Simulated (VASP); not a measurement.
# SnO2 (P4_2/mnm) in VASP: further runs

SnO2 is run at these levels: PBE; tasks: single point.

Program: VASP 6.6.1. These are calculated values, not measurements. Logs are shortened: lines on timing, memory, paths and dates and some standing lists are left out, and cuts for length are marked.

## Step 1: The cell of the first run

It takes space group P4_2/mnm (No. 136, tetragonal). The conventional cell has a = 4.610 Å, b = 4.610 Å, c = 3.326 Å, α = 90.00°, β = 90.00°, γ = 90.00°. Within 2.7 Å of Sn (site symmetry mmm) lie 6 O at 2.00 to 2.09 Å. Within 2.7 Å of O (site symmetry m2m) lie 3 Sn at 2.00 to 2.09 Å and 1 O at 2.52 Å.

## Step 2: Single point, PBE (biaxial strain in the a-b plane: -4.5 %)

Contents of INCAR:

```
SYSTEM = SnO2
ALGO = Normal ; EDIFF = 1E-6
ENCUT = 520 ; GGA = PE
ISIF = 2 ; ISMEAR = 0
LASPH = .TRUE. ; LCHARG = .FALSE.
LREAL = .FALSE. ; LWAVE = .FALSE.
NBANDS = 35 ; NELM = 100
PREC = Accurate ; SIGMA = 0.02
```

Contents of KPOINTS:

```
k-points
0
G
  6 6 8
  0 0 0
```

Contents of POSCAR:

```
SnO2
1.0
    4.6099667820      0.0000000000      0.0000000000
    0.0000000000      4.6099667820      0.0000000000
    0.0000000000      0.0000000000      3.3255823584
Sn O
2 4
Direct
    0.5000000000      0.5000000000      0.5000000000
    0.0000000000      0.0000000000      0.0000000000
    0.1929959573      0.8070040427      0.5000000000
    0.8070040427      0.1929959573      0.5000000000
    0.3070040427      0.3070040427      0.0000000000
    0.6929959573      0.6929959573      0.0000000000
```

Potentials or basis: VASP PAW PBE potentials, release 64 (Sn_d, O).

Started as:

```console
$ cat potpaw_PBE.64/Sn_d/POTCAR potpaw_PBE.64/O/POTCAR > POTCAR
$ mpirun -np 1 vasp_std > vasp.out
```

OUTCAR:

```text
SYSTEM = SnO2
   EDIFF = 1E-6
   ENCUT = 520
   GGA = PE
   ISIF = 2
   ISMEAR = 0
   LASPH = .TRUE.
   LREAL = .FALSE.
   NELM = 100
   PREC = Accurate

 ion  position               nearest neighbor table
   1  0.500  0.500  0.500-   3 2.00   4 2.00   5 2.09   6 2.09   5 2.09   6 2.09   2 3.66   2 3.66
                             2 3.66   2 3.66   2 3.66   2 3.66   2 3.66   2 3.66
   2  0.000  0.000  0.000-   5 2.00   6 2.00   3 2.09   4 2.09   3 2.09   4 2.09   1 3.66   1 3.66
                             1 3.66   1 3.66   1 3.66   1 3.66   1 3.66   1 3.66
   3  0.193  0.807  0.500-   1 2.00   2 2.09   2 2.09
   4  0.807  0.193  0.500-   1 2.00   2 2.09   2 2.09
   5  0.307  0.307  0.000-   2 2.00   1 2.09   1 2.09
   6  0.693  0.693  0.000-   2 2.00   1 2.09   1 2.09

  LATTYP: Found a simple tetragonal cell.
 ALAT       =     4.6099667820
 C/A-ratio  =     0.7213896576

  Lattice vectors:

 A1 = (   4.6099667820,   0.0000000000,   0.0000000000)
 A2 = (   0.0000000000,   4.6099667820,   0.0000000000)
 A3 = (   0.0000000000,   0.0000000000,   3.3255823584)

Analysis of symmetry for initial positions (statically):
=====================================================================
 Subroutine PRICEL returns:
 Original cell was already a primitive cell.

 Routine SETGRP: Setting up the symmetry group for a
 simple tetragonal supercell.

 Subroutine GETGRP returns: Found 16 space group operations
 (whereof  8 operations were pure point group operations)
 out of a pool of 16 trial point group operations.

The static configuration has the point symmetry D_2h.
 The point group associated with its full space group is D_4h.

Analysis of symmetry for dynamics (positions and initial velocities):
=====================================================================
 Subroutine PRICEL returns:
 Original cell was already a primitive cell.

 Routine SETGRP: Setting up the symmetry group for a
 simple tetragonal supercell.

 Subroutine GETGRP returns: Found 16 space group operations
 (whereof  8 operations were pure point group operations)
 out of a pool of 16 trial point group operations.

The dynamic configuration has the point symmetry D_2h.
 The point group associated with its full space group is D_4h.

 Subroutine INISYM returns: Found 16 space group operations
 (whereof  8 operations are pure point group operations),
 and found     1 'primitive' translations

----------------------------------------------------------------------------------------

                                     Primitive cell

  volume of cell :      70.6746

  direct lattice vectors                    reciprocal lattice vectors
     4.609966782  0.000000000  0.000000000     0.216921303  0.000000000  0.000000000
     0.000000000  4.609966782  0.000000000     0.000000000  0.216921303  0.000000000
     0.000000000  0.000000000  3.325582358     0.000000000  0.000000000  0.300699214

  length of vectors
     4.609966782  4.609966782  3.325582358     0.216921303  0.216921303  0.300699214

  position of ions in fractional coordinates (direct lattice)
     0.500000000  0.500000000  0.500000000
     0.000000000  0.000000000  0.000000000
     0.192995957  0.807004043  0.500000000
     0.807004043  0.192995957  0.500000000
     0.307004043  0.307004043  0.000000000
     0.692995957  0.692995957  0.000000000

  ion indices of the primitive-cell ions
   primitive index   ion index
                 1           1
                 2           2
                 3           3
                 4           4
                 5           5
                 6           6

----------------------------------------------------------------------------------------

 KPOINTS: k-points

Automatic generation of k-mesh.
 Grid dimensions read from file:
 generate k-points for:    6    6    8

 Generating k-lattice:

  Cartesian coordinates                     Fractional coordinates (reciprocal lattice)
     0.036153550  0.000000000  0.000000000     0.166666667  0.000000000  0.000000000
     0.000000000  0.036153550  0.000000000     0.000000000  0.166666667  0.000000000
     0.000000000  0.000000000  0.037587402     0.000000000  0.000000000  0.125000000

  Length of vectors
     0.036153550  0.036153550  0.037587402

  Shift w.r.t. Gamma in fractional coordinates (k-lattice)
     0.000000000  0.000000000  0.000000000

 Subroutine IBZKPT returns following result:
 ===========================================

 Found     50 irreducible k-points:

 Following reciprocal coordinates:
            Coordinates               Weight
  0.000000  0.000000  0.000000      1.000000
  0.166667  0.000000  0.000000      4.000000
  0.333333  0.000000  0.000000      4.000000
  0.500000  0.000000  0.000000      2.000000
  0.166667  0.166667  0.000000      4.000000
  0.333333  0.166667  0.000000      8.000000
[... 16 lines left out ...]
  0.333333  0.000000  0.250000      8.000000
  0.500000  0.000000  0.250000      4.000000
 [... further k-points ...]
   k-points           NKPTS =     50   k-points in BZ     NKDIM =     50   number of bands    NBANDS=     35
   number of dos      NEDOS =    301   number of ions     NIONS =      6
   total plane-waves  NPLWV =  36288
   dimension x,y,z NGX =    36 NGY =   36 NGZ =   28
   dimension x,y,z NGXF=    72 NGYF=   72 NGZF=   56
   ions per type =               2   4
   NGX,Y,Z   is equivalent  to a cutoff of  12.98, 12.98, 14.00 a.u.
   NGXF,Y,Z  is equivalent  to a cutoff of  25.96, 25.96, 27.99 a.u.
 SYSTEM =  SnO2
   PREC   = accura    normal or accurate (medium, high low for compatibility)
   ISTART =      0    job   : 0-new  1-cont  2-samecut
   ICHARG =      2    charge: 1-file 2-atom 10-const
   ISPIN  =      1    spin polarized calculation?
   LNONCOLLINEAR =      F non collinear calculations
   LSORBIT =      F    spin-orbit coupling
   LASPH  =      T    aspherical Exc in radial PAW
   ENCUT  =  520.0 eV  38.22 Ry    6.18 a.u.   8.57  8.57  6.18*2*pi/ulx,y,z
   NELM   =    100;   NELMIN=  2; NELMDL= -5     # of ELM steps
   EDIFF  = 0.1E-05   stopping-criterion for ELM
   LREAL  =      F    real-space projection
   EDIFFG = 0.1E-04   stopping-criterion for IOM
   NSW    =      0    number of steps for IOM
   IBRION =     -1    ionic relax: 0-MD 1-quasi-New 2-CG
   NFREE  =      0    steps in history (QN), initial steepest desc. (CG)
   ISIF   =      2    stress and relaxation
   ISYM   =      2    0-nonsym 1-usesym 2-fastsym
   POTIM  = 0.5000    time-step for ionic-motion
   TEBEG  =    0.0;   TEEND  =   0.0 temperature during run
   PSTRESS=    0.0 pullay stress
   NELECT =      52.0000    total number of electrons
   NUPDOWN=      -1.0000    fix difference up-down
   EMIN   =  10.00;   EMAX   =-10.00  energy-range for DOS
   EFERMI =   0.00;   METHOD = LEGACY
   ISMEAR =     0;   SIGMA  =   0.02  broadening in eV -4-tet -1-fermi 0-gaus
   EFERMI_NEDOS =   21; number of points for ismear=-14 and -15
   IALGO  =     38    algorithm
   IMIX   =      4    mixing-type and parameters
     AMIX     =   0.40;   BMIX     =  1.00
     AMIX_MAG =   1.60;   BMIX_MAG =  1.00
  volume/ion in A,a.u.               =      11.78        79.49
  Fermi-wavevector in a.u.,A,eV,Ry     =   1.477933  2.792889 29.719028  2.184287
  Thomas-Fermi vector in A             =   2.592276
   LORBIT       =      0    0 simple, 1 ext, 2 COOP (PROOUT), +10 PAW based schemes
   GGA     = PE    functional components
   LHFCALC =     F    Hartree Fock is set to
   AEXX    =    0.0000 exact exchange contribution
   IVDW    =     0    specifies the selected vdW correction
   LEPSILON=     F    determine dielectric tensor
   LRPA    =     F    only Hartree local field effects (RPA)
 non-spin polarized calculation
 Gauss-broadening in eV      SIGMA  =   0.02
  energy-cutoff  :      520.00
  volume of cell :       70.67
 maximum number of plane-waves:      1920
 NGX is ok and might be reduce to    36
   NGX = 17   NGY = 17   NGZ = 13

 number of electron      52.0000033 magnetization

 Free energy of the ion-electron system (eV)
  ---------------------------------------------------
  ext. energy  EPLUGINS =         0.00000000
  ---------------------------------------------------
  free energy    TOTEN  =       -37.00487164 eV

  energy without entropy =      -37.00487164  energy(sigma->0) =      -37.00487164

 E-fermi :   6.4521     XC(G=0): -11.3561

 val. band max:        6.2857473310   @ k =   0.0000   0.0000   0.0000
 cond. band min:       7.4959524386   @ k =   0.0000   0.0000   0.0000
 fundamental gap:      1.2102051076
 Fermi energy:         6.4520775397

 k-point     1 :       0.0000    0.0000    0.0000
  band No.  band energies     occupation
      1     -14.7950      2.00000
      2     -13.8649      2.00000
      3     -13.7742      2.00000
      4     -13.7340      2.00000
      5     -13.7055      2.00000
      6     -13.7055      2.00000
[... 27 lines left out ...]
     34      19.0735      0.00000
     35      19.2100      0.00000

 k-point     2 :       0.1667    0.0000    0.0000
  band No.  band energies     occupation
      1     -14.7474      2.00000
      2     -13.9174      2.00000
      3     -13.8030      2.00000
      4     -13.7366      2.00000
      5     -13.7031      2.00000
      6     -13.7029      2.00000
[... 27 lines left out ...]
     34      19.1127      0.00000
     35      19.1380      0.00000

 k-point     3 :       0.3333    0.0000    0.0000
  band No.  band energies     occupation
      1     -14.6086      2.00000
      2     -14.1348      2.00000
      3     -13.7861      2.00000
      4     -13.7449      2.00000
      5     -13.6980      2.00000
      6     -13.6977      2.00000
[... 27 lines left out ...]
     34      19.0893      0.00000
     35      19.1810      0.00000
[... 723 lines left out ...]
 k-point    23 :       0.3333    0.0000    0.2500
  band No.  band energies     occupation
      1     -14.5320      2.00000
      2     -14.3439      2.00000
      3     -13.9331      2.00000
      4     -13.7236      2.00000
      5     -13.6484      2.00000
      6     -13.6387      2.00000
[... 27 lines left out ...]
     34      18.7681      0.00000
     35      18.9939      0.00000

 k-point    24 :       0.5000    0.0000    0.2500
  band No.  band energies     occupation
      1     -14.4606      2.00000
      2     -14.4606      2.00000
      3     -13.8120      2.00000
      4     -13.8120      2.00000
      5     -13.6370      2.00000
      6     -13.6370      2.00000
[... 27 lines left out ...]
     34      18.9058      0.00000
     35      19.0651      0.00000

 [... further k-points ...]
[... 5 lines left out ...]
  --------------------------------------------------------------------------------------
  -------------------------------------------------------------------------------------
  Total        7.1269789      7.1269789      1.9487430      0.0000000      0.0000000      0.0000000
  in kB      161.5670357    161.5670357     44.1775730      0.0000000      0.0000000      0.0000000
  external PRESSURE =     122.4372148 kB  Pullay stress =       0.0000000 kB

 VOLUME and BASIS-vectors are now :
 -----------------------------------------------------------------------------
  energy-cutoff  :      520.00
  volume of cell :       70.67
      direct lattice vectors                 reciprocal lattice vectors
     4.609966782  0.000000000  0.000000000     0.216921303  0.000000000  0.000000000
     0.000000000  4.609966782  0.000000000     0.000000000  0.216921303  0.000000000
     0.000000000  0.000000000  3.325582358     0.000000000  0.000000000  0.300699214

 POSITION                                       TOTAL-FORCE (eV/Angst)
 -----------------------------------------------------------------------------------
      2.30498      2.30498      1.66279        -0.000000     -0.000000     -0.000000
      0.00000      0.00000      0.00000        -0.000000     -0.000000     -0.000000
      0.88970      3.72026      1.66279        -0.052328      0.052328     -0.000000
      3.72026      0.88970      1.66279         0.052328     -0.052328     -0.000000
      1.41528      1.41528      0.00000         0.052328      0.052328      0.000000
      3.19469      3.19469      0.00000        -0.052328     -0.052328     -0.000000
 -----------------------------------------------------------------------------------
    total drift:                                0.000000      0.000000      0.000000

  FREE ENERGIE OF THE ION-ELECTRON SYSTEM (eV)
  ---------------------------------------------------
  free  energy   TOTEN  =       -37.0048716391 eV

  energy  without entropy=      -37.0048716391  energy(sigma->0) =      -37.00487164
```

Wall time 48 s (1 thread of Intel Xeon 6975P-C (Granite Rapids), shared host); peak memory 0.24 GiB.

Results:

| Property | Result |
| --- | --- |
| Free energy | -37.0049 eV |
| Pressure | 12.2 GPa |
| Largest force | 0.074 eV/Å |
| Band gap on the k mesh | 1.21 eV, direct |

Forces in eV/Å, atoms in the order of the input:
```
Sn   0.000  0.000  0.000
Sn   0.000  0.000  0.000
O   -0.052  0.052  0.000
O    0.052 -0.052  0.000
O    0.052  0.052  0.000
O   -0.052 -0.052  0.000
```

Stress tensor (GPa, compression positive):
```
16.16  0.00  0.00
 0.00 16.16  0.00
 0.00  0.00  4.42
```

Levels at points of the mesh, in eV from the valence-band top:
```tsv
k point	band 24	band 25	band 26	band 27	band 28	band 29
(0.00, 0.00, 0.00)	-0.69	-0.69	0.00	1.21	5.65	5.95
(0.50, 0.00, 0.00)	-1.28	-0.57	-0.57	4.51	4.51	6.71
(0.50, 0.50, 0.00)	-1.45	-0.74	-0.74	4.75	4.75	7.34
(0.00, 0.00, 0.50)	-1.69	-1.22	-1.22	6.24	6.24	10.00
(0.50, 0.00, 0.50)	-1.03	-0.51	-0.51	6.63	6.63	8.48
(0.50, 0.50, 0.50)	-0.88	-0.71	-0.71	5.07	5.07	9.00
```

Caveat: the cell differs from its parent crystal (biaxial strain in the a-b plane: -4.5 %); spin-orbit coupling is left out, which moves the levels of the heavy elements.

## Step 3: Single point, PBE (biaxial strain in the a-b plane: -4.5 %, then relaxed in part)

Contents of INCAR:

```
  PREC = Accurate
  ENCUT = 520
  EDIFF = 1E-6
  ISMEAR = 0
  SIGMA = 0.02
  LREAL = False
  LASPH = True
  NELM = 100
  ALGO = Normal
  ISIF = 2
  LWAVE = False
  LCHARG = False
  GGA = PE
  NBANDS = 35
```

Contents of KPOINTS:

```
Automatic mesh
0
Gamma
  6 6 8
```

Contents of POSCAR:

```
SnO2
1.0
    4.6099667820      0.0000000000      0.0000000000
    0.0000000000      4.6099667820      0.0000000000
    0.0000000000      0.0000000000      3.3575185095
Sn O
2 4
Direct
    0.5000000000      0.5000000000      0.5000000000
    0.0000000000      0.0000000000      0.0000000000
    0.1922582523      0.8077417477      0.5000000000
    0.8077417477      0.1922582523      0.5000000000
    0.3077417477      0.3077417477      0.0000000000
    0.6922582523      0.6922582523      0.0000000000
```

Potentials or basis: VASP PAW PBE potentials, release 64 (Sn_d, O).

Started as:

```console
$ cat potpaw_PBE.64/Sn_d/POTCAR potpaw_PBE.64/O/POTCAR > POTCAR
$ mpirun -np 1 vasp_std > vasp.out
```

Run time: 44 s. Hardware: 1 thread of Intel Xeon 6975P-C (Granite Rapids), shared host; peak memory 0.23 GiB.

It converged, with:

* Free energy: -37.0176 eV
* Pressure: 9.8 GPa
* Band gap on the k mesh: 1.08 eV, direct

Stress tensor (GPa, compression positive):
```
14.31  0.00  0.00
 0.00 14.31  0.00
 0.00  0.00  0.82
```

Levels at points of the mesh, in eV from the valence-band top:
| k point | band 22 | band 23 | band 24 | band 25 | band 26 | band 27 | band 28 | band 29 | band 30 | band 31 |
| --- | --- | --- | --- | --- | --- | --- | --- | --- | --- | --- |
| (0.00, 0.00, 0.00) | -1.35 | -1.35 | -0.67 | -0.67 | 0.00 | 1.08 | 5.47 | 5.84 | 5.84 | 9.80 |
| (0.50, 0.00, 0.00) | -1.88 | -1.28 | -1.28 | -0.56 | -0.56 | 4.40 | 4.40 | 6.59 | 6.59 | 11.44 |
| (0.50, 0.50, 0.00) | -2.00 | -1.46 | -1.46 | -0.70 | -0.70 | 4.59 | 4.59 | 7.23 | 7.23 | 11.33 |
| (0.00, 0.00, 0.50) | -2.48 | -1.66 | -1.66 | -1.20 | -1.20 | 6.12 | 6.12 | 9.82 | 9.82 | 9.95 |
| (0.50, 0.00, 0.50) | -1.69 | -1.00 | -1.00 | -0.49 | -0.49 | 6.52 | 6.52 | 8.42 | 8.42 | 10.38 |
| (0.50, 0.50, 0.50) | -2.07 | -0.86 | -0.86 | -0.67 | -0.67 | 5.00 | 5.00 | 8.94 | 8.94 | 10.38 |

Caveat: the cell differs from its parent crystal (biaxial strain in the a-b plane: -4.5 %, then relaxed in part); spin-orbit coupling is left out, which moves the levels of the heavy elements.

## Step 4: Single point, PBE (biaxial strain in the a-b plane: -3.0 %)

Contents of INCAR:

```
SYSTEM = SnO2
ALGO = Normal
EDIFF = 1E-7
ENCUT = 520
GGA = PE
ISIF = 2
ISMEAR = 0
LASPH = .True.
LCHARG = .True.
LELF = .True.
LREAL = .False.
LVHAR = .True.
LWAVE = .False.
NBANDS = 35
NELM = 100
PREC = Accurate
SIGMA = 0.02
```

Contents of KPOINTS:

```
k-points
0
Gamma
  6 6 8
  0 0 0
```

Contents of POSCAR:

```
SnO2
1.0
    4.6823746372      0.0000000000      0.0000000000
    0.0000000000      4.6823746372      0.0000000000
    0.0000000000      0.0000000000      3.2964389881
Sn O
2 4
Direct
    0.5000000000      0.5000000000      0.5000000000
    0.0000000000      0.0000000000      0.0000000000
    0.1933941870      0.8066058130      0.5000000000
    0.8066058130      0.1933941870      0.5000000000
    0.3066058130      0.3066058130      0.0000000000
    0.6933941870      0.6933941870      0.0000000000
```

Started as:

```console
$ cat potpaw_PBE.64/Sn_d/POTCAR potpaw_PBE.64/O/POTCAR > POTCAR
$ mpirun -np 1 vasp_std > vasp.out
```

It took 50 s on 1 thread of Intel Xeon 6975P-C (Granite Rapids), shared host; peak memory 0.24 GiB.

Results (log left out):

```yaml
Free_energy: -37.1755 eV
Pressure: 7.7 GPa
Largest_force: 0.032 eV/Å
Band_gap_on_the_k_mesh: 1.00 eV, direct
```

Forces on the atoms (eV/Å):
```
Sn   0.000  0.000  0.000
Sn   0.000  0.000  0.000
O   -0.022  0.022  0.000
O    0.022 -0.022  0.000
O    0.022  0.022  0.000
O   -0.022 -0.022  0.000
```

Stress tensor (GPa, compression positive):
```
10.22  0.00  0.00
 0.00 10.22  0.00
 0.00  0.00  2.69
```

Levels at points of the mesh, in eV from the valence-band top:
```csv
k point,band 24,band 25,band 26,band 27,band 28,band 29
"(0.00, 0.00, 0.00)",-0.71,-0.71,0.00,1.00,5.67,5.98
"(0.50, 0.00, 0.00)",-1.26,-0.58,-0.58,4.29,4.29,6.73
"(0.50, 0.50, 0.00)",-1.42,-0.79,-0.79,4.59,4.59,7.26
"(0.00, 0.00, 0.50)",-1.64,-1.21,-1.21,6.01,6.01,9.80
"(0.50, 0.00, 0.50)",-1.03,-0.60,-0.60,6.35,6.35,8.20
"(0.50, 0.50, 0.50)",-0.90,-0.74,-0.74,4.80,4.80,8.88
```

Caveat: the cell differs from its parent crystal (biaxial strain in the a-b plane: -3.0 %); spin-orbit coupling is left out, which moves the levels of the heavy elements.

## Step 5: The runs side by side

```tsv
cell	gap on the mesh (eV)	pressure (GPa)	largest force (eV/Å)
a = 4.610, b = 4.610, c = 3.326 Å, 6 atoms	1.21	12.2	0.07
a = 4.610, b = 4.610, c = 3.358 Å, 6 atoms	1.08	9.8	-
a = 4.682, b = 4.682, c = 3.296 Å, 6 atoms	1.00	7.7	0.03
```

Alike in all rows: task single point; level PBE; potentials or basis VASP PAW PBE potentials, release 64 (Sn_d, O); no spin polarisation; k mesh 6 × 6 × 8; cutoff (eV) 520; smearing gaussian 0.02 eV.

Caveats: spin-orbit coupling is left out, which moves the levels of the heavy elements.

Total energies depend on the potentials used, so only differences within one code and one set of settings carry meaning.
